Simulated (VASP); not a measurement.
SrTl, 2 atoms in the cell. It takes space group Pm-3m (No. 221, cubic). Conventional cell: a = 4.071 Å, b = 4.071 Å, c = 4.071 Å, α = 90.00°, β = 90.00°, γ = 90.00°. Within 4.6 Å of Sr (site symmetry m-3m) lie 8 Tl at 3.53 Å and 6 Sr at 4.07 Å. Tl (site symmetry m-3m) has 8 Sr at 3.53 Å and 6 Tl at 4.07 Å within 4.6 Å. 

* Program: VASP 6.6.1
* Task: single point
* Functional: r2SCAN
* Potentials or basis: VASP PAW PBE potentials, release 64 (Sr_sv, Tl_d)
* Cutoff: 520 eV
* k mesh: 6 × 6 × 6
* Occupations: fermi-dirac, width 0.1 eV
* Spin: no spin polarisation
* Dipole correction: no
* Further INCAR settings: ALGO = Normal; EDIFF = 1e-07; NBANDS = 18

Potentials or basis: VASP PAW PBE potentials, release 64 (Sr_sv, Tl_d).

Command:

```bash
$ cat potpaw_PBE.64/Sr_sv/POTCAR potpaw_PBE.64/Tl_d/POTCAR > POTCAR
$ cp INCAR.step1 INCAR
$ mpirun -np 1 vasp_std > vasp.out
$ cp INCAR.step2 INCAR
$ mpirun -np 1 vasp_std > vasp.out
```

Hardware: 1 thread of Intel(R) Xeon(R) Platinum 8259CL CPU @ 2.50GHz (Skylake/Cascade Lake) (shared host).

How long does it take, and how much memory?

Run time: 110 s on 1 thread of Intel(R) Xeon(R) Platinum 8259CL CPU @ 2.50GHz (Skylake/Cascade Lake), on a shared host, peak memory 0.18 GiB. Counts: k points 20.
